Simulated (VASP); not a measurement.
Input of a VASP 6.6.1 run:

INCAR

```
PREC = Accurate
ENCUT = 600
EDIFF = 1E-7
ISMEAR = -1
SIGMA = 0.15
LREAL = F
LASPH = T
NELM = 100
ALGO = Normal
ISIF = 3
LWAVE = F
LCHARG = F
GGA = PE
IBRION = 2
NSW = 80
EDIFFG = -0.001
```

KPOINTS

```
regular mesh
0
Gamma
  15 15 8
```

Contents of POSCAR:

```
NaAg
1.0
    3.0993941501      0.0000000000      0.0000000000
   -1.5496970750      2.6841540704      0.0000000000
    0.0000000000      0.0000000000      5.1606960837
Na Ag
1 1
Direct
    0.3333333333      0.6666666667      0.5000000000
    0.0000000000      0.0000000000      0.0000000000
```

Potentials or basis: VASP PAW PBE potentials, release 64 (Na_pv, Ag).

The run is started by

```sh
$ cat potpaw_PBE.64/Na_pv/POTCAR potpaw_PBE.64/Ag/POTCAR > POTCAR
$ mpirun -np 1 vasp_std > vasp.out
```

Question: What does it give for the space group after relaxing (to 0.1 Å)?

Answer: P-6m2 (No. 187).

Question: Estimate the relaxed cell.

Answer: a = 3.108 Å, b = 3.108 Å, c = 5.143 Å, α = 90.00°, β = 90.00°, γ = 120.00°.

Question: Predict the relaxed volume.

Answer: 21.51 Å³/atom.

Question: Estimate the band gap on the k mesh.

Answer: Zero (bands 9 and 10 overlap by 5.82 eV).

Final structure:
```xyz
2
Lattice="3.1078 0.0000 0.0000 -1.5539 2.6914 0.0000 0.0000 0.0000 5.1435" Properties=species:S:1:pos:R:3 pbc="T T T"
Na    0.0000    1.7943    2.5717
Ag    3.1078    0.0000    0.0000
```
